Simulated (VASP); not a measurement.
Crystal: MgCd3Se4.

```
Mg Cd Se
1.0
     4.14906    0.00000    0.00000
     0.00000    4.14906    0.00000
     0.00000    0.00000   11.73531
Mg Cd Se
1 3 4
Direct
  0.00000 0.00000 0.50000
  0.00000 0.00000 0.00000
  0.50000 0.50000 0.25000
  0.50000 0.50000 0.75000
  0.00000 0.00000 0.25000
  0.50000 0.50000 0.50000
  0.00000 0.00000 0.75000
  0.50000 0.50000 0.00000
```

- Program: VASP 6.6.1
- Task: relaxation of cell and atoms
- Functional: PBE
- Potentials or basis: VASP PAW PBE potentials, release 64 (Mg, Cd, Se)
- Cutoff: 600 eV
- k mesh: 4 × 4 × 2
- Occupations: gaussian, width 0.1 eV
- Spin: no spin polarisation

At the start: pressure -4.2 GPa; volume 25.25 Å³/atom.

Problem. Where does the relaxation end?

Solution. Over 6 steps the energy falls by 32.4 meV/atom and the volume is 23.18 Å³/atom (-8.2 %); space group P4/mmm (No. 123, to 0.1 Å) before and after.

The path:
```tsv
step	energy change (eV)	largest force (eV/Å)	pressure (GPa)	volume (Å³)
1	0.0000	0.1813	-4.23	202.02
2	-0.2399	0.2462	0.74	183.14
3	-0.2442	0.2384	0.06	185.15
4	-0.2504	0.1910	0.06	185.11
5	-0.2586	0.0434	0.08	184.96
6	-0.2595	0.0310	-0.09	185.45
```

Final structure:
```
Mg Cd Se
1.0
     4.05305    0.00000    0.00000
     0.00000    4.05305    0.00000
     0.00000    0.00000   11.28922
Mg Cd Se
1 3 4
Direct
  0.00000 0.00000 0.50000
  0.00000 0.00000 0.00000
  0.50000 0.50000 0.25078
  0.50000 0.50000 0.74922
  0.00000 0.00000 0.25506
  0.50000 0.50000 0.50000
  0.00000 0.00000 0.74494
  0.50000 0.50000 0.00000
```

Caveat: the k points lie up to 0.39 Å⁻¹ apart in the final cell.
